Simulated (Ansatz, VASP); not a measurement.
## Cs in VASP and in Ansatz

```
Cs
1.0
     5.46062    0.00000    0.00000
    -2.73031    4.72904    0.00000
     0.00000    0.00000    8.95656
Cs
2
Cartesian
  0.0000 3.1527 2.2391
  2.7303 1.5763 6.7174
```

Alike in both runs: task single point; functional RPBE; k mesh 7 × 7 × 4; occupations fermi-dirac, width 0.1 eV; no spin polarisation.

|  | VASP | Ansatz |
| --- | --- | --- |
| version | VASP 6.6.1 | Ansatz 0.2.0 |
| potentials or method | VASP PAW PBE potentials, release 64 (Cs_sv), cutoff 520 eV | plane waves (420 eV) with PAW, scalar-relativistic |
| valence electrons in the cell | 18 | 18 |

```csv
,VASP,Ansatz,Ansatz less VASP
pressure (GPa),0.3,0.3,+0.01
```

VASP's potentials were made for PBE, not for RPBE. With one functional, cell and mesh, what is left measures potentials, basis and numerics.

Neither program's run includes spin-orbit coupling.
